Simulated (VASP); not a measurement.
H2: relaxation of the atoms with LDA

H2, in a box:

```
H
1.0
    10.00000    0.00000    0.00000
     0.00000   10.50000    0.00000
     0.00000    0.00000   11.00000
H
2
Cartesian
  5.0000 5.2500 5.1300
  5.0000 5.2500 5.8700
```

```
Program                : VASP 6.6.1
Task                   : relaxation of the atoms
Functional             : LDA
Potentials or basis    : VASP PAW LDA potentials, release 64 (H)
Cutoff                 : 450 eV
k mesh                 : 1 × 1 × 1
Occupations            : gaussian, width 0.01 eV
Spin                   : no spin polarisation
Dipole correction      : no
Further INCAR settings : ALGO = Normal; EDIFF = 1e-07; NELMDL = -8; IBRION = 2; EDIFFG = -0.004; NSW = 80
```

```yaml
Energy_gained_by_relaxing: 5.8 meV/atom
Ionic_steps: 15
Gap_between_the_frontier_levels: 10.00 eV
```

Forces in eV/Å, atoms in the order of the input:
```
H    0.000  0.000 -0.003
H    0.000  0.000  0.003
```

Step by step:
```csv
step,energy change (eV),largest force (eV/Å),pressure (GPa)
1,0.0000,0.9116,0.02
2,0.0423,1.6397,-0.07
3,-0.0116,0.0056,-0.01
4,-0.0116,0.0113,-0.01
5,-0.0116,0.0109,-0.01
6,-0.0116,0.0098,-0.01
7,-0.0116,0.0098,-0.01
8,-0.0116,0.0098,-0.01
9,-0.0116,0.0097,-0.01
10,-0.0116,0.0096,-0.01
11,-0.0116,0.0094,-0.01
12,-0.0116,0.0090,-0.01
13,-0.0116,0.0081,-0.01
14,-0.0116,0.0064,-0.01
15,-0.0116,0.0030,-0.01
```

Final structure:
```
H
1.0
    10.00000    0.00000    0.00000
     0.00000   10.50000    0.00000
     0.00000    0.00000   11.00000
H
2
Direct
  0.50000 0.50000 0.46518
  0.50000 0.50000 0.53482
```

Levels at points of the mesh, in eV from the valence-band top:
```tsv
k point	band 1	band 2	band 3	band 4	band 5
(0.00, 0.00, 0.00)	0.00	10.00	10.41	11.03	11.13
```

Wall time 44 s on 1 thread of AMD EPYC 9R45 96-Core Processor (Zen 5), with other jobs on the host, peak memory 0.52 GiB.
